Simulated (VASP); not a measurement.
# C (P6_3/mmc) in VASP: settings compared

Aim: see how the results for C move with the level of theory and the settings. Levels: RPBE, PBE exchange alone, r2SCAN. Tasks: single point.

Program: VASP 6.6.1. These are calculated values, not measurements. Logs are shortened: lines on timing, memory, paths and dates and some standing lists are left out, and cuts for length are marked.

## (1) The cell of the first run

The structure is hexagonal, space group P6_3/mmc (No. 194). Conventional cell: a = 2.522 Å, b = 2.522 Å, c = 12.356 Å, α = 90.00°, β = 90.00°, γ = 120.00°. C (site symmetry 3m) has 4 C at 1.54 Å within 2.1 Å. Within 2.1 Å of C (site symmetry 3m) lie 4 C at 1.54 Å. Within 2.1 Å of C (site symmetry 3m) lie 4 C at 1.54 Å.

## (2) Single point, RPBE

Contents of INCAR:

```
SYSTEM = C
PREC = Accurate ; ENCUT = 520
EDIFF = 1E-6 ; ISMEAR = -1
SIGMA = 0.05 ; LREAL = .False.
LASPH = .True. ; NELM = 100
ALGO = Normal ; ISIF = 2
LWAVE = .False. ; LCHARG = .False.
GGA = RP ; NBANDS = 36
```

Contents of KPOINTS:

```
Automatic mesh
0
Gamma
  12 12 3
  0 0 0
```

Contents of POSCAR:

```
C
1.0
    2.5221000000      0.0000000000      0.0000000000
   -1.2610500000      2.1842026709      0.0000000000
    0.0000000000      0.0000000000     12.3557000000
C
12
Direct
    0.6666666667      0.3333333333      0.3541700000
    0.3333333333      0.6666666667      0.8541700000
    0.6666666667      0.3333333333      0.1458300000
    0.3333333333      0.6666666667      0.6458300000
    0.6666666667      0.3333333333      0.4791700000
    0.3333333333      0.6666666667      0.9791700000
    0.6666666667      0.3333333333      0.0208300000
    0.3333333333      0.6666666667      0.5208300000
    0.0000000000      0.0000000000      0.8125000000
    0.0000000000      0.0000000000      0.3125000000
    0.0000000000      0.0000000000      0.6875000000
    0.0000000000      0.0000000000      0.1875000000
```

Potentials or basis: VASP PAW PBE potentials, release 64 (C).

Run with:

```bash
> cat potpaw_PBE.64/C/POTCAR > POTCAR
> mpirun -np 1 vasp_std > vasp.out
```

OUTCAR:

```text
SYSTEM = C
   PREC = Accurate
   ENCUT = 520
   EDIFF = 1E-6
   ISMEAR = -1
   LREAL = .False.
   LASPH = .True.
   NELM = 100
   ISIF = 2
   GGA = RP

 ion  position               nearest neighbor table
   1  0.667  0.333  0.354-   5 1.54  10 1.54  10 1.54  10 1.54
   2  0.333  0.667  0.854-   6 1.54   9 1.54   9 1.54   9 1.54
   3  0.667  0.333  0.146-   7 1.54  12 1.54  12 1.54  12 1.54
   4  0.333  0.667  0.646-   8 1.54  11 1.54  11 1.54  11 1.54
   5  0.667  0.333  0.479-   8 1.54   8 1.54   8 1.54   1 1.54
   6  0.333  0.667  0.979-   7 1.54   7 1.54   7 1.54   2 1.54
   7  0.667  0.333  0.021-   6 1.54   6 1.54   6 1.54   3 1.54
   8  0.333  0.667  0.521-   5 1.54   5 1.54   5 1.54   4 1.54
   9  0.000  0.000  0.812-  11 1.54   2 1.54   2 1.54   2 1.54
  10  0.000  0.000  0.312-  12 1.54   1 1.54   1 1.54   1 1.54
  11  0.000  0.000  0.688-   9 1.54   4 1.54   4 1.54   4 1.54
  12  0.000  0.000  0.188-  10 1.54   3 1.54   3 1.54   3 1.54

  LATTYP: Found a hexagonal cell.
 ALAT       =     2.5221000000
 C/A-ratio  =     4.8989730780

  Lattice vectors:

 A1 = (   2.5221000000,   0.0000000000,   0.0000000000)
 A2 = (  -1.2610500000,   2.1842026709,   0.0000000000)
 A3 = (   0.0000000000,   0.0000000000,  12.3557000000)

Analysis of symmetry for initial positions (statically):
=====================================================================
 Subroutine PRICEL returns:
 Original cell was already a primitive cell.

 Routine SETGRP: Setting up the symmetry group for a
 hexagonal supercell.

 Subroutine GETGRP returns: Found 24 space group operations
 (whereof 12 operations were pure point group operations)
 out of a pool of 24 trial point group operations.

The static configuration has the point symmetry D_3d.
 The point group associated with its full space group is D_6h.

Analysis of symmetry for dynamics (positions and initial velocities):
=====================================================================
 Subroutine PRICEL returns:
 Original cell was already a primitive cell.

 Routine SETGRP: Setting up the symmetry group for a
 hexagonal supercell.

 Subroutine GETGRP returns: Found 24 space group operations
 (whereof 12 operations were pure point group operations)
 out of a pool of 24 trial point group operations.

The dynamic configuration has the point symmetry D_3d.
 The point group associated with its full space group is D_6h.

 Subroutine INISYM returns: Found 24 space group operations
 (whereof 12 operations are pure point group operations),
 and found     1 'primitive' translations

----------------------------------------------------------------------------------------

                                     Primitive cell

  volume of cell :      68.0648

  direct lattice vectors                    reciprocal lattice vectors
     2.522100000  0.000000000  0.000000000     0.396494984  0.228916486  0.000000000
    -1.261050000  2.184202671  0.000000000     0.000000000  0.457832972  0.000000000
     0.000000000  0.000000000 12.355700000     0.000000000  0.000000000  0.080934306

  length of vectors
     2.522100000  2.522100000 12.355700000     0.457832972  0.457832972  0.080934306

  position of ions in fractional coordinates (direct lattice)
     0.666666667  0.333333333  0.354170000
     0.333333333  0.666666667  0.854170000
     0.666666667  0.333333333  0.145830000
     0.333333333  0.666666667  0.645830000
     0.666666667  0.333333333  0.479170000
     0.333333333  0.666666667  0.979170000
     0.666666667  0.333333333  0.020830000
     0.333333333  0.666666667  0.520830000
     0.000000000  0.000000000  0.812500000
     0.000000000  0.000000000  0.312500000
     0.000000000  0.000000000  0.687500000
     0.000000000  0.000000000  0.187500000

  ion indices of the primitive-cell ions
   primitive index   ion index
                 1           1
                 2           2
                 3           3
                 4           4
                 5           5
                 6           6
                 7           7
                 8           8
                 9           9
                10          10
                11          11
                12          12

----------------------------------------------------------------------------------------

 KPOINTS: Automatic mesh

Automatic generation of k-mesh.
 Grid dimensions read from file:
 generate k-points for:   12   12    3

 Generating k-lattice:

  Cartesian coordinates                     Fractional coordinates (reciprocal lattice)
     0.033041249  0.019076374  0.000000000     0.083333333  0.000000000  0.000000000
     0.000000000  0.038152748  0.000000000     0.000000000  0.083333333  0.000000000
     0.000000000  0.000000000  0.026978102     0.000000000  0.000000000  0.333333333

  Length of vectors
     0.038152748  0.038152748  0.026978102

  Shift w.r.t. Gamma in fractional coordinates (k-lattice)
     0.000000000  0.000000000  0.000000000

 Subroutine IBZKPT returns following result:
 ===========================================

 Found     38 irreducible k-points:

 Following reciprocal coordinates:
            Coordinates               Weight
  0.000000  0.000000  0.000000      1.000000
  0.083333  0.000000  0.000000      6.000000
  0.166667  0.000000  0.000000      6.000000
  0.250000  0.000000  0.000000      6.000000
  0.333333  0.000000  0.000000      6.000000
  0.416667  0.000000  0.000000      6.000000
[... 16 lines left out ...]
  0.250000  0.000000  0.333333     12.000000
  0.333333  0.000000  0.333333     12.000000
 [... further k-points ...]
   k-points           NKPTS =     38   k-points in BZ     NKDIM =     38   number of bands    NBANDS=     36
   number of dos      NEDOS =    301   number of ions     NIONS =     12
   total plane-waves  NPLWV =  38400
   dimension x,y,z NGX =    20 NGY =   20 NGZ =   96
   dimension x,y,z NGXF=    40 NGYF=   40 NGZF=  192
   ions per type =              12
   NGX,Y,Z   is equivalent  to a cutoff of  13.18, 13.18, 12.92 a.u.
   NGXF,Y,Z  is equivalent  to a cutoff of  26.37, 26.37, 25.83 a.u.
 SYSTEM =  C
   PREC   = accura    normal or accurate (medium, high low for compatibility)
   ISTART =      0    job   : 0-new  1-cont  2-samecut
   ICHARG =      2    charge: 1-file 2-atom 10-const
   ISPIN  =      1    spin polarized calculation?
   LNONCOLLINEAR =      F non collinear calculations
   LSORBIT =      F    spin-orbit coupling
   LASPH  =      T    aspherical Exc in radial PAW
   ENCUT  =  520.0 eV  38.22 Ry    6.18 a.u.   4.69  4.69 22.97*2*pi/ulx,y,z
   NELM   =    100;   NELMIN=  2; NELMDL= -5     # of ELM steps
   EDIFF  = 0.1E-05   stopping-criterion for ELM
   LREAL  =      F    real-space projection
[... 7 lines left out ...]
   TEBEG  =    0.0;   TEEND  =   0.0 temperature during run
   PSTRESS=    0.0 pullay stress
   NELECT =      48.0000    total number of electrons
   NUPDOWN=      -1.0000    fix difference up-down
   EMIN   =  10.00;   EMAX   =-10.00  energy-range for DOS
   EFERMI =   0.00;   METHOD = LEGACY
   ISMEAR =    -1;   SIGMA  =   0.05  broadening in eV -4-tet -1-fermi 0-gaus
   EFERMI_NEDOS =   21; number of points for ismear=-14 and -15
   IALGO  =     38    algorithm
   IMIX   =      4    mixing-type and parameters
     AMIX     =   0.40;   BMIX     =  1.00
     AMIX_MAG =   1.60;   BMIX_MAG =  1.00
  volume/ion in A,a.u.               =       5.67        38.28
  Fermi-wavevector in a.u.,A,eV,Ry     =   1.457184  2.753678 28.890408  2.123385
  Thomas-Fermi vector in A             =   2.574015
   LORBIT       =      0    0 simple, 1 ext, 2 COOP (PROOUT), +10 PAW based schemes
   GGA     = RP    functional components
   LHFCALC =     F    Hartree Fock is set to
   AEXX    =    0.0000 exact exchange contribution
   IVDW    =     0    specifies the selected vdW correction
   LEPSILON=     F    determine dielectric tensor
   LRPA    =     F    only Hartree local field effects (RPA)
 non-spin polarized calculation
  energy-cutoff  :      520.00
  volume of cell :       68.06
 maximum number of plane-waves:      1852
 NGX is ok and might be reduce to    20
   NGX =  9   NGY =  9   NGZ = 45

 number of electron      47.9999995 magnetization

 Free energy of the ion-electron system (eV)
  ---------------------------------------------------
  ext. energy  EPLUGINS =         0.00000000
  ---------------------------------------------------
  free energy    TOTEN  =      -103.28210722 eV

  energy without entropy =     -103.28210722  energy(sigma->0) =     -103.28210722

 E-fermi :  10.8705     XC(G=0): -13.1646

 val. band max:        9.9442792406   @ k =   0.0000   0.0000   0.0000
 cond. band min:      14.3195563176   @ k =   0.3333   0.0000   0.0000
 fundamental gap:      4.3752770770
 Fermi energy:        10.8704611579

 k-point     1 :       0.0000    0.0000    0.0000
  band No.  band energies     occupation
      1     -11.7135      2.00000
      2     -10.9673      2.00000
      3     -10.9218      2.00000
      4      -8.7011      2.00000
      5      -8.6784      2.00000
      6      -5.9307      2.00000
[... 28 lines left out ...]
     35      17.8814      0.00000
     36      17.8867      0.00000

 k-point     2 :       0.0833    0.0000    0.0000
  band No.  band energies     occupation
      1     -11.5426      2.00000
      2     -10.7980      2.00000
      3     -10.7519      2.00000
      4      -8.5367      2.00000
      5      -8.5132      2.00000
      6      -5.7784      2.00000
[... 28 lines left out ...]
     35      18.3666      0.00000
     36      18.4272      0.00000
[... 817 lines left out ...]
     35      19.7472      0.00000
     36      20.0377      0.00000

 k-point    24 :       0.3333    0.0000    0.3333
  band No.  band energies     occupation
      1      -8.9435      2.00000
      2      -8.6955      2.00000
      3      -7.7113      2.00000
      4      -6.9901      2.00000
      5      -5.1603      2.00000
      6      -4.1653      2.00000
[... 28 lines left out ...]
     35      19.0137      0.00000
     36      19.7693      0.00000

 [... further k-points ...]
[... 5 lines left out ...]
  --------------------------------------------------------------------------------------
  -------------------------------------------------------------------------------------
  Total        2.5699455      2.5699455      6.0227932      0.0000000     -0.0000000      0.0000000
  in kB       60.4939440     60.4939440    141.7705227      0.0000000     -0.0000000      0.0000000
  external PRESSURE =      87.5861369 kB  Pullay stress =       0.0000000 kB

 VOLUME and BASIS-vectors are now :
 -----------------------------------------------------------------------------
  energy-cutoff  :      520.00
  volume of cell :       68.06
      direct lattice vectors                 reciprocal lattice vectors
     2.522100000  0.000000000  0.000000000     0.396494984  0.228916486  0.000000000
    -1.261050000  2.184202671  0.000000000     0.000000000  0.457832972  0.000000000
     0.000000000  0.000000000 12.355700000     0.000000000  0.000000000  0.080934306

 POSITION                                       TOTAL-FORCE (eV/Angst)
 -----------------------------------------------------------------------------------
      1.26105      0.72807      4.37602        -0.000000      0.000000      0.307555
     -0.00000      1.45614     10.55387         0.000000     -0.000000      0.307555
      1.26105      0.72807      1.80183        -0.000000      0.000000     -0.307555
     -0.00000      1.45614      7.97968         0.000000      0.000000     -0.307555
      1.26105      0.72807      5.92048         0.000000      0.000000     -0.026605
     -0.00000      1.45614     12.09833        -0.000000      0.000000     -0.026605
      1.26105      0.72807      0.25737         0.000000      0.000000      0.026605
     -0.00000      1.45614      6.43522         0.000000     -0.000000      0.026605
      0.00000      0.00000     10.03901         0.000000     -0.000000      0.330607
      0.00000      0.00000      3.86116        -0.000000      0.000000      0.330607
      0.00000      0.00000      8.49454         0.000000     -0.000000     -0.330607
      0.00000      0.00000      2.31669        -0.000000      0.000000     -0.330607
 -----------------------------------------------------------------------------------
    total drift:                               -0.000000      0.000000      0.000000

  FREE ENERGIE OF THE ION-ELECTRON SYSTEM (eV)
  ---------------------------------------------------
  free  energy   TOTEN  =      -103.2821072237 eV

  energy  without entropy=     -103.2821072236  energy(sigma->0) =     -103.28210722
```

It took 76 s on 1 thread of AMD EPYC 7R43 (Zen 3), shared host; peak memory 0.17 GiB.

Results:

| Property | Result |
| --- | --- |
| Free energy | -103.2821 eV |
| Pressure | 8.8 GPa |
| Largest force | 0.331 eV/Å |
| Band gap on the k mesh | 4.38 eV (least direct gap 5.30 eV) |

Forces in eV/Å, atoms in the order of the input:
```
C    0.000  0.000  0.308
C    0.000  0.000  0.308
C    0.000  0.000 -0.308
C    0.000  0.000 -0.308
C    0.000  0.000 -0.027
C    0.000  0.000 -0.027
C    0.000  0.000  0.027
C    0.000  0.000  0.027
C    0.000  0.000  0.331
C    0.000  0.000  0.331
C    0.000  0.000 -0.331
C    0.000  0.000 -0.331
```

Stress tensor (GPa, compression positive):
```
 6.05  0.00  0.00
 0.00  6.05  0.00
 0.00  0.00 14.18
```

Caveat: the cell stands under pressure; the PAW data sets were made with another functional, which shifts forces and pressure a little; an odd mesh through Γ misses points on the zone boundary, where band edges can lie.

## (3) Single point, PBE exchange alone

Contents of INCAR:

```
PREC = Accurate
ENCUT = 520
EDIFF = 1E-7
ISMEAR = -1
SIGMA = 0.05
LREAL = F
LASPH = T
NELM = 80
ALGO = Normal
ISIF = 2
LWAVE = F
LCHARG = T
GGA = PE
ALDAC = 0.0
AGGAC = 0.0
LELF = T
LVHAR = T
NBANDS = 36
```

Contents of KPOINTS:

```
regular mesh
0
Gamma
  12 12 3
```

POSCAR is that of step 2.

Potentials or basis: VASP PAW PBE potentials, release 64 (C).

Run with:

```bash
> cat potpaw_PBE.64/C/POTCAR > POTCAR
> mpirun -np 1 vasp_std > vasp.out
```

Run time: 82 s. Hardware: 1 thread of AMD EPYC 7R43 (Zen 3), shared host; peak memory 0.17 GiB.

It converged, with:

```
Free energy            : -87.4227 eV
Pressure               : 32.7 GPa
Largest force          : 0.328 eV/Å
Band gap on the k mesh : 4.69 eV (least direct gap 5.44 eV)
```

Forces on the atoms (eV/Å):
```
C    0.000  0.000  0.328
C    0.000  0.000  0.328
C    0.000  0.000 -0.328
C    0.000  0.000 -0.328
C    0.000  0.000 -0.026
C    0.000  0.000 -0.026
C    0.000  0.000  0.026
C    0.000  0.000  0.026
C    0.000  0.000  0.320
C    0.000  0.000  0.320
C    0.000  0.000 -0.320
C    0.000  0.000 -0.320
```

Stress tensor (GPa, compression positive):
```
29.90  0.00  0.00
 0.00 29.90  0.00
 0.00  0.00 38.24
```

Levels at points of the mesh, in eV from the valence-band top:
```tsv
k point	band 22	band 23	band 24	band 25	band 26	band 27
(0.00, 0.00, 0.00)	-0.15	0.00	0.00	5.44	5.44	5.80
(0.50, 0.00, 0.00)	-3.98	-3.55	-2.84	4.91	5.45	5.63
```

Caveat: the cell stands under pressure; an odd mesh through Γ misses points on the zone boundary, where band edges can lie.

(Continued in part 2 of 2.)
